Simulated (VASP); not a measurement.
Write the native input for VASP 6.6.1 that does the following.

- Task: single point
- Functional: PBEsol
- Potentials or basis: VASP PAW PBE potentials, release 64 (Au)
- Cutoff: 520 eV
- k mesh: 18 × 18 × 10
- Occupations: gaussian, width 0.15 eV
- Spin: no spin polarisation
- Dipole correction: no
- Further INCAR settings: ALGO = Fast; EDIFF = 1e-06; NBANDS = 18

The structure of Au lies in POSCAR:

```
Au
1.0
    2.8564984343      0.0000000000      0.0000000000
   -1.4282492171      2.4738002100      0.0000000000
    0.0000000000      0.0000000000      4.9532000000
Au
2
Direct
    0.3333333333      0.6666666667      0.7500000000
    0.6666666667      0.3333333333      0.2500000000
```

This isn't the form of Au at room conditions, which is fcc.

This cell differs from its parent crystal: strain -0.015 along x and y, +0.015 along z.

One way to write it, as run:

INCAR

```
PREC = Accurate
ENCUT = 520
EDIFF = 1E-6
ISMEAR = 0
SIGMA = 0.15
LREAL = False
LASPH = True
NELM = 60
ALGO = Fast
ISIF = 2
LWAVE = False
LCHARG = True
GGA = PS
LELF = True
LVHAR = True
NBANDS = 18
```

KPOINTS

```
regular mesh
0
Gamma
  18 18 10
```

Potentials or basis: VASP PAW PBE potentials, release 64 (Au).

The run is started by

```bash
$ cat potpaw_PBE.64/Au/POTCAR > POTCAR
$ mpirun -np 1 vasp_std > vasp.out
```

Results of the run:

- Pressure: -4.1 GPa
- Band gap on the k mesh: zero (bands 11 and 12 overlap by 6.78 eV)

Caveat: the cell differs from its parent crystal (strain -0.015 along x and y, +0.015 along z); the cell stands under tension; the PAW data sets were made with another functional, which shifts forces and pressure a little; spin-orbit coupling is left out, which moves the levels of the heavy elements.

It took 120 s on 1 thread of Intel Xeon 8259CL (shared host), peak memory 0.25 GiB.
